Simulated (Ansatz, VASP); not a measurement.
# Al in VASP and in Ansatz

File INCAR:

```
PREC = Accurate ; ENCUT = 520
EDIFF = 1E-7 ; ISMEAR = 0
SIGMA = 0.15 ; LREAL = False
LASPH = True ; NELM = 60
ALGO = Fast ; ISIF = 2
LWAVE = False ; LCHARG = False
GGA = PE ; NBANDS = 10
```

File KPOINTS:

```
Automatic mesh
0
Gamma
  20 20 12
```

File POSCAR:

```
Al
1.0
   -1.6606977635      1.6606977635      1.6175102401
    1.6606977635     -1.6606977635      1.6175102401
    3.3213955269      3.3213955269      0.0000000000
Al
2
Direct
    0.0977047079     -0.0977047079      0.0000000000
    0.4022952921      0.5977047079      0.5000000000
```

Input for Ansatz:

```yaml
crystal:
  lattice:
    - [-1.6606977635, 1.6606977635, 1.6175102401]
    - [1.6606977635, -1.6606977635, 1.6175102401]
    - [3.3213955269, 3.3213955269, 0.0]
  atoms:
    - { symbol: Al, position: [0.0977047079, -0.0977047079, 0.0] }
    - { symbol: Al, position: [0.4022952921, 0.5977047079, 0.5] }
basis:
  ecutwfc: 420
kpoints:
  mp_grid: { grid: [20, 20, 12] }
hamiltonian:
  xc: pbe
scf:
  occupations: { method: gaussian, width: 0.15 }
output:
  forces: true
  stress: true
  eigenvalues: true
```

Change from the starting cell: mode 1 frozen in at -0.447 Å, equal normal strain along x and y +0.0267.

Alike in both runs: task single point; functional PBE; k mesh 20 × 20 × 12; occupations gaussian, width 0.15 eV; no spin polarisation.

|  | VASP | Ansatz |
| --- | --- | --- |
| version | VASP 6.6.1 | Ansatz 0.2.0 |
| potentials or method | VASP PAW PBE potentials, release 64 (Al), cutoff 520 eV | scalar-relativistic, plane waves, PAW |
| valence electrons in the cell | 6 | 6 |

```tsv
	VASP	Ansatz	Ansatz less VASP
gap on the k mesh at the Fermi level (eV)	none	none	-
pressure (GPa)	-2.6	-2.6	+0.02
traceless stress, the component that is largest in VASP (GPa)	-3.01	-3.02	-0.015
rms of the force components (eV/Å)	0.130	0.131	+0.0007
```

Atom by atom the forces differ by 0.001 eV/Å (rms over components). A gap of «none» marks a metal or a gap that the smearing closes.
